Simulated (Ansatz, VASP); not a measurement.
# Two plane-wave programs on Si2Mo

```xyz
6
Lattice="3.2168 0.0000 0.0000 0.0000 3.2168 0.0000 0.0000 0.0000 7.8730" Properties=species:S:1:pos:R:3 pbc="T T T"
Si    0.0000    0.0000    2.6382
Si    1.6084    1.6084    1.2983
Si    1.6084    1.6084    6.5748
Si    0.0000    0.0000    5.2348
Mo    0.0000    0.0000    0.0000
Mo    1.6084    1.6084    3.9365
```

Alike in both runs: task single point; functional PBE; k mesh 12 × 12 × 6; occupations gaussian, width 0.1 eV; no spin polarisation.

|  | VASP | Ansatz |
| --- | --- | --- |
| version | VASP 6.6.1 | Ansatz 0.2.0 |
| potentials or method | VASP PAW PBE potentials, release 64 (Si, Mo_sv), cutoff 520 eV | scalar-relativistic, plane waves, PAW |
| valence electrons in the cell | 44 | 44 |

```csv
,VASP,Ansatz,Ansatz less VASP
gap on the k mesh at the Fermi level (eV),none,none,-
pressure (GPa),0.2,0.0,-0.15
"traceless stress, the component that is largest in VASP (GPa)",-0.07,-0.05,+0.016
rms of the force components (eV/Å),0.004,0.005,+0.0019
```

Atom by atom the forces differ by 0.002 eV/Å (rms over components). A gap of «none» marks a metal or a gap that the smearing closes.
